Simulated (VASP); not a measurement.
# CsPbCl3 (R-3m) in VASP: notebook

CsPbCl3 is run at these levels: PBE; tasks: single point.

All numbers are computed with VASP 6.6.1; they aren't measurements. Logs are shortened: lines on timing, memory, paths and dates and some standing lists are left out, and cuts for length are marked.

### 1 The cell of the first run

The typed cell holds 5 atoms: a = 5.736 Å, b = 5.736 Å, c = 5.736 Å, α = 89.99°, β = 89.99°, γ = 89.99°.

### 2 Single point, PBE

INCAR

```
PREC     = Accurate       # precision mode
ENCUT    = 520            # plane-wave cutoff, eV
EDIFF    = 1E-7           # SCF threshold, eV
ISMEAR   = 0              # smearing method
SIGMA    = 0.02           # smearing width, eV
LREAL    = False          # projectors in reciprocal space
LASPH    = True           # aspherical terms in the spheres
NELM     = 100            # most SCF steps
ALGO     = Normal         # electronic algorithm
ISIF     = 2              # what is computed and relaxed
LWAVE    = False          # write WAVECAR
LCHARG   = False          # write CHGCAR
GGA      = PE             # functional
NBANDS   = 30             # bands
```

KPOINTS

```
Automatic mesh
0
Gamma
  6 6 6
```

POSCAR

```
CsPbCl3
1.0
    4.0556091459      2.3415070321      3.3126565719
   -4.0556091459      2.3415070321      3.3126565719
    0.0000000000     -4.6830140642      3.3126565719
Cs Pb Cl
1 1 3
Direct
    0.5000000000      0.5000000000      0.5000000000
    0.0000000000      0.0000000000      0.0000000000
    0.5000000000      0.0000014977      0.9999985023
    0.0000014977      0.9999985023      0.5000000000
    0.9999985023      0.5000000000      0.0000014977
```

Potentials or basis: VASP PAW PBE potentials, release 64 (Cs_sv, Pb_d, Cl).

On the command line:

```bash
> cat potpaw_PBE.64/Cs_sv/POTCAR potpaw_PBE.64/Pb_d/POTCAR potpaw_PBE.64/Cl/POTCAR > POTCAR
> mpirun -np 1 vasp_std > vasp.out
```

OUTCAR:

```text
PREC = Accurate
   ENCUT = 520
   EDIFF = 1E-7
   ISMEAR = 0
   LREAL = False
   LASPH = True
   NELM = 100
   ISIF = 2
   GGA = PE

 ion  position               nearest neighbor table
   1  0.500  0.500  0.500-
   2  0.000  0.000  0.000-   4 2.87   4 2.87   3 2.87   5 2.87   5 2.87   3 2.87
   3  0.500  0.000  1.000-   2 2.87   2 2.87
   4  0.000  1.000  0.500-   2 2.87   2 2.87
   5  1.000  0.500  0.000-   2 2.87   2 2.87

  LATTYP: Found a trigonal (rhomboedric) cell.
 ALAT       =     5.7362282285
 COS(alpha) =     0.0002547751

  Lattice vectors:

 A1 = (   4.0556091459,   2.3415070321,   3.3126565719)
 A2 = (  -4.0556091459,   2.3415070321,   3.3126565719)
 A3 = (   0.0000000000,  -4.6830140642,   3.3126565719)

Analysis of symmetry for initial positions (statically):
=====================================================================
 Subroutine PRICEL returns:
 Original cell was already a primitive cell.

 Routine SETGRP: Setting up the symmetry group for a
 trigonal (rhombohedral) supercell.

 Subroutine GETGRP returns: Found 12 space group operations
 (whereof 12 operations were pure point group operations)
 out of a pool of 12 trial point group operations.

The static configuration has the point symmetry D_3d.

Analysis of symmetry for dynamics (positions and initial velocities):
=====================================================================
 Subroutine PRICEL returns:
 Original cell was already a primitive cell.

 Routine SETGRP: Setting up the symmetry group for a
 trigonal (rhombohedral) supercell.

 Subroutine GETGRP returns: Found 12 space group operations
 (whereof 12 operations were pure point group operations)
 out of a pool of 12 trial point group operations.

The dynamic configuration has the point symmetry D_3d.

 Subroutine INISYM returns: Found 12 space group operations
 (whereof 12 operations are pure point group operations),
 and found     1 'primitive' translations

----------------------------------------------------------------------------------------

                                     Primitive cell

  volume of cell :     188.7466

  direct lattice vectors                    reciprocal lattice vectors
     4.055609146  2.341507032  3.312656572     0.123286042  0.071179230  0.100624175
    -4.055609146  2.341507032  3.312656572    -0.123286042  0.071179230  0.100624175
     0.000000000 -4.683014064  3.312656572     0.000000000 -0.142358459  0.100624175

  length of vectors
     5.736228228  5.736228228  5.736228228     0.174330592  0.174330592  0.174330592

  position of ions in fractional coordinates (direct lattice)
     0.500000000  0.500000000  0.500000000
     0.000000000  0.000000000  0.000000000
     0.500000000  0.000001498  0.999998502
     0.000001498  0.999998502  0.500000000
     0.999998502  0.500000000  0.000001498

  ion indices of the primitive-cell ions
   primitive index   ion index
                 1           1
                 2           2
                 3           3
                 4           4
                 5           5

----------------------------------------------------------------------------------------

 KPOINTS: Automatic mesh

Automatic generation of k-mesh.
 Grid dimensions read from file:
 generate k-points for:    6    6    6

 Generating k-lattice:

  Cartesian coordinates                     Fractional coordinates (reciprocal lattice)
     0.020547674  0.011863205  0.016770696     0.166666667  0.000000000 -0.000000000
    -0.020547674  0.011863205  0.016770696     0.000000000  0.166666667 -0.000000000
     0.000000000 -0.023726410  0.016770696    -0.000000000 -0.000000000  0.166666667

  Length of vectors
     0.029055099  0.029055099  0.029055099

  Shift w.r.t. Gamma in fractional coordinates (k-lattice)
     0.000000000  0.000000000  0.000000000

 Subroutine IBZKPT returns following result:
 ===========================================

 Found     32 irreducible k-points:

 Following reciprocal coordinates:
            Coordinates               Weight
  0.000000  0.000000  0.000000      1.000000
  0.166667 -0.000000  0.000000      6.000000
  0.333333 -0.000000 -0.000000      6.000000
  0.500000 -0.000000 -0.000000      3.000000
  0.166667  0.166667  0.000000      6.000000
  0.333333  0.166667 -0.000000     12.000000
[... 16 lines left out ...]
  0.500000  0.500000  0.166667      6.000000
 -0.333333  0.500000  0.166667     12.000000
 [... further k-points ...]
   k-points           NKPTS =     32   k-points in BZ     NKDIM =     32   number of bands    NBANDS=     30
   number of dos      NEDOS =    301   number of ions     NIONS =      5
   total plane-waves  NPLWV = 110592
   dimension x,y,z NGX =    48 NGY =   48 NGZ =   48
   dimension x,y,z NGXF=    96 NGYF=   96 NGZF=   96
   ions per type =               1   1   3
   NGX,Y,Z   is equivalent  to a cutoff of  13.91, 13.91, 13.91 a.u.
   NGXF,Y,Z  is equivalent  to a cutoff of  27.82, 27.82, 27.82 a.u.
 SYSTEM =  unknown system
   PREC   = accura    normal or accurate (medium, high low for compatibility)
   ISTART =      0    job   : 0-new  1-cont  2-samecut
   ICHARG =      2    charge: 1-file 2-atom 10-const
   ISPIN  =      1    spin polarized calculation?
   LNONCOLLINEAR =      F non collinear calculations
   LSORBIT =      F    spin-orbit coupling
   LASPH  =      T    aspherical Exc in radial PAW
   ENCUT  =  520.0 eV  38.22 Ry    6.18 a.u.  10.67 10.67 10.67*2*pi/ulx,y,z
   NELM   =    100;   NELMIN=  2; NELMDL= -5     # of ELM steps
   EDIFF  = 0.1E-06   stopping-criterion for ELM
   LREAL  =      F    real-space projection
   EDIFFG = 0.1E-05   stopping-criterion for IOM
   NSW    =      0    number of steps for IOM
   IBRION =     -1    ionic relax: 0-MD 1-quasi-New 2-CG
   NFREE  =      0    steps in history (QN), initial steepest desc. (CG)
   ISIF   =      2    stress and relaxation
   ISYM   =      2    0-nonsym 1-usesym 2-fastsym
   POTIM  = 0.5000    time-step for ionic-motion
   TEBEG  =    0.0;   TEEND  =   0.0 temperature during run
   PSTRESS=    0.0 pullay stress
   NELECT =      44.0000    total number of electrons
   NUPDOWN=      -1.0000    fix difference up-down
   EMIN   =  10.00;   EMAX   =-10.00  energy-range for DOS
   EFERMI =   0.00;   METHOD = LEGACY
   ISMEAR =     0;   SIGMA  =   0.02  broadening in eV -4-tet -1-fermi 0-gaus
   EFERMI_NEDOS =   21; number of points for ismear=-14 and -15
   IALGO  =     38    algorithm
   IMIX   =      4    mixing-type and parameters
     AMIX     =   0.40;   BMIX     =  1.00
     AMIX_MAG =   1.60;   BMIX_MAG =  1.00
  volume/ion in A,a.u.               =      37.75       254.75
  Fermi-wavevector in a.u.,A,eV,Ry     =   1.007549  1.903991 13.812010  1.015154
  Thomas-Fermi vector in A             =   2.140360
   LORBIT       =      0    0 simple, 1 ext, 2 COOP (PROOUT), +10 PAW based schemes
   GGA     = PE    functional components
   LHFCALC =     F    Hartree Fock is set to
   AEXX    =    0.0000 exact exchange contribution
   IVDW    =     0    specifies the selected vdW correction
   LEPSILON=     F    determine dielectric tensor
   LRPA    =     F    only Hartree local field effects (RPA)
 non-spin polarized calculation
 Gauss-broadening in eV      SIGMA  =   0.02
  energy-cutoff  :      520.00
  volume of cell :      188.75
 maximum number of plane-waves:      5112
 NGX is ok and might be reduce to    48
   NGX = 21   NGY = 21   NGZ = 21

 number of electron      44.0000012 magnetization

 Free energy of the ion-electron system (eV)
  ---------------------------------------------------
  ext. energy  EPLUGINS =         0.00000000
  ---------------------------------------------------
  free energy    TOTEN  =       -17.56541540 eV

  energy without entropy =      -17.56541540  energy(sigma->0) =      -17.56541540

 E-fermi :   1.1206     XC(G=0):  -7.5270

 val. band max:        0.9516923218   @ k =   0.5000   0.5000   0.5000
 cond. band min:       3.1698373507   @ k =   0.5000   0.5000   0.5000
 fundamental gap:      2.2181450289
 Fermi energy:         1.1206110775

 k-point     1 :       0.0000    0.0000    0.0000
  band No.  band energies     occupation
      1     -20.0787      2.00000
      2     -15.5526      2.00000
      3     -15.5526      2.00000
      4     -15.3948      2.00000
      5     -15.3948      2.00000
      6     -15.3947      2.00000
[... 22 lines left out ...]
     29       7.0035      0.00000
     30       7.0045      0.00000

 k-point     2 :       0.1667   -0.0000    0.0000
  band No.  band energies     occupation
      1     -20.0783      2.00000
      2     -15.5525      2.00000
      3     -15.5353      2.00000
      4     -15.3951      2.00000
      5     -15.3950      2.00000
      6     -15.3948      2.00000
[... 22 lines left out ...]
     29       6.6768      0.00000
     30       7.1770      0.00000

 k-point     3 :       0.3333   -0.0000   -0.0000
  band No.  band energies     occupation
      1     -20.0776      2.00000
      2     -15.5525      2.00000
      3     -15.4998      2.00000
      4     -15.3956      2.00000
      5     -15.3955      2.00000
      6     -15.3948      2.00000
[... 22 lines left out ...]
     29       6.9009      0.00000
     30       7.6506      0.00000

 k-point     4 :       0.5000   -0.0000   -0.0000
  band No.  band energies     occupation
      1     -20.0773      2.00000
      2     -15.5525      2.00000
      3     -15.4817      2.00000
      4     -15.3958      2.00000
      5     -15.3957      2.00000
      6     -15.3947      2.00000
[... 616 lines left out ...]
     29       7.1998      0.00000
     30       7.5391      0.00000

 k-point    23 :       0.5000    0.5000    0.1667
  band No.  band energies     occupation
      1     -20.0758      2.00000
      2     -15.4996      2.00000
      3     -15.4386      2.00000
      4     -15.3967      2.00000
      5     -15.3960      2.00000
      6     -15.3959      2.00000
[... 22 lines left out ...]
     29       7.2357      0.00000
     30       7.3435      0.00000

 k-point    24 :      -0.3333    0.5000    0.1667
  band No.  band energies     occupation
      1     -20.0761      2.00000
      2     -15.5052      2.00000
      3     -15.4529      2.00000
      4     -15.3965      2.00000
      5     -15.3960      2.00000
      6     -15.3957      2.00000
[... 22 lines left out ...]
     29       7.3674      0.00000
     30       7.3794      0.00000

 [... further k-points ...]
[... 5 lines left out ...]
  --------------------------------------------------------------------------------------
  -------------------------------------------------------------------------------------
  Total       -0.0582646     -0.0582646     -0.0630456     -0.0000000      0.0000000      0.0000000
  in kB       -0.4945799     -0.4945799     -0.5351629     -0.0000000      0.0000000      0.0000000
  external PRESSURE =      -0.5081076 kB  Pullay stress =       0.0000000 kB

 VOLUME and BASIS-vectors are now :
 -----------------------------------------------------------------------------
  energy-cutoff  :      520.00
  volume of cell :      188.75
      direct lattice vectors                 reciprocal lattice vectors
     4.055609146  2.341507032  3.312656572     0.123286042  0.071179230  0.100624175
    -4.055609146  2.341507032  3.312656572    -0.123286042  0.071179230  0.100624175
     0.000000000 -4.683014064  3.312656572     0.000000000 -0.142358459  0.100624175

 POSITION                                       TOTAL-FORCE (eV/Angst)
 -----------------------------------------------------------------------------------
      0.00000      0.00000      4.96898        -0.000000      0.000000      0.000000
      0.00000      0.00000      0.00000        -0.000000      0.000000      0.000000
      2.02780     -3.51225      4.96898        -0.000000     -0.000000      0.000000
     -4.05560      0.00000      4.96898         0.000000      0.000000     -0.000000
      2.02780      3.51225      4.96898        -0.000000      0.000000      0.000000
 -----------------------------------------------------------------------------------
    total drift:                                0.000000     -0.000000      0.000000

  FREE ENERGIE OF THE ION-ELECTRON SYSTEM (eV)
  ---------------------------------------------------
  free  energy   TOTEN  =       -17.5654153957 eV

  energy  without entropy=      -17.5654153957  energy(sigma->0) =      -17.56541540
```

Run time: 80 s. Hardware: 1 thread of Intel Xeon 6975P-C (Granite Rapids), shared host; peak memory 0.42 GiB.

What came out:

- Free energy: -17.5654 eV
- Pressure: -0.1 GPa
- Band gap on the k mesh: 2.22 eV

Caveat: spin-orbit coupling is left out, which moves the levels of the heavy elements. A k mesh can miss the band edges.

### 3 Single point, PBE

INCAR

```
ALGO = Normal
EDIFF = 1E-6
ENCUT = 520
GGA = PE
ISIF = 2
ISMEAR = 0
LASPH = T
LCHARG = T
LELF = T
LREAL = F
LVHAR = T
LWAVE = F
NBANDS = 30
NELM = 100
PREC = Accurate
SIGMA = 0.02
```

KPOINTS

```
k-points
0
Gamma
  6 6 6
```

POSCAR

```
CsPbCl3
1.0
    4.0556091459      2.3415070321      3.3126565719
   -4.0556091459      2.3415070321      3.3126565719
    0.0000000000     -4.6830140642      3.3126565719
Cs Pb Cl
1 1 3
Direct
    0.5000000000      0.5000000000      0.5000000000
    0.0000000000      0.0000000000      0.0000000000
    0.5000000000      0.0000000000      1.0000000000
    0.0000000000      1.0000000000      0.5000000000
    1.0000000000      0.5000000000      0.0000000000
```

Potentials or basis: VASP PAW PBE potentials, release 64 (Cs_sv, Pb_d, Cl).

On the command line:

```bash
> cat potpaw_PBE.64/Cs_sv/POTCAR potpaw_PBE.64/Pb_d/POTCAR potpaw_PBE.64/Cl/POTCAR > POTCAR
> mpirun -np 1 vasp_std > vasp.out
```

Run time: 71 s. Hardware: 1 thread of Intel Xeon 6975P-C (Granite Rapids), shared host; peak memory 0.42 GiB.

The run converged. Its results:

```
Free energy            : -17.5654 eV
Pressure               : -0.1 GPa
Band gap on the k mesh : 2.22 eV
```

Levels at points of the mesh, in eV from the valence-band top:
| k point | band 20 | band 21 | band 22 | band 23 | band 24 | band 25 |
| --- | --- | --- | --- | --- | --- | --- |
| (0.00, 0.00, 0.00) | -2.04 | -2.04 | -2.04 | 3.67 | 4.75 | 4.75 |
| (0.50, 0.00, 0.00) | -2.12 | -2.12 | -1.43 | 3.15 | 4.99 | 5.40 |
| (0.50, 0.50, 0.00) | -2.28 | -1.75 | -0.69 | 2.73 | 2.73 | 5.04 |
| (0.50, 0.50, 0.50) | -1.74 | -1.74 | 0.00 | 2.22 | 2.22 | 2.22 |

Caveat: spin-orbit coupling is left out, which moves the levels of the heavy elements. A k mesh can miss the band edges.

### 4 Single point, PBE

INCAR

```
SYSTEM = CsPbCl3
  ALGO = Normal
  EDIFF = 1E-7
  ENCUT = 520
  GGA = PE
  ISIF = 2
  ISMEAR = 0
  LASPH = .TRUE.
  LCHARG = .TRUE.
  LELF = .TRUE.
  LREAL = .FALSE.
  LVHAR = .TRUE.
  LWAVE = .FALSE.
  NBANDS = 30
  NELM = 60
  PREC = Accurate
  SIGMA = 0.05
```

KPOINTS

```
k-points
0
G
  6 6 6
  0 0 0
```

POSCAR

```
CsPbCl3
1.0
    4.0556091459      2.3415070321      3.3126565719
   -4.0556091459      2.3415070321      3.3126565719
    0.0000000000     -4.6830140642      3.3126565719
Cs Pb Cl
1 1 3
Direct
    0.5000000000      0.5000000000      0.5000000000
    0.0000000000      0.0000000000      0.0000000000
    0.5000000000      0.0000000000      0.0000000000
    0.0000000000      0.0000000000      0.5000000000
    0.0000000000      0.5000000000      0.0000000000
```

On the command line:

```bash
> cat potpaw_PBE.64/Cs_sv/POTCAR potpaw_PBE.64/Pb_d/POTCAR potpaw_PBE.64/Cl/POTCAR > POTCAR
> mpirun -np 1 vasp_std > vasp.out
```

It took 80 s on 1 thread of Intel Xeon 6975P-C (Granite Rapids), shared host; peak memory 0.42 GiB.

Results (log left out):

* Free energy: -17.5654 eV
* Pressure: -0.1 GPa
* Band gap on the k mesh: 2.22 eV

Levels at points of the mesh, in eV from the valence-band top:
```
           k point  band 20  band 21  band 22  band 23  band 24  band 25
(0.00, 0.00, 0.00)    -2.04    -2.04    -2.04     3.67     4.75     4.75
(0.50, 0.00, 0.00)    -2.12    -2.12    -1.43     3.15     4.99     5.40
(0.50, 0.50, 0.00)    -2.28    -1.75    -0.69     2.72     2.73     5.04
(0.50, 0.50, 0.50)    -1.74    -1.74     0.00     2.22     2.22     2.22
```

Caveat: spin-orbit coupling is left out, which moves the levels of the heavy elements.
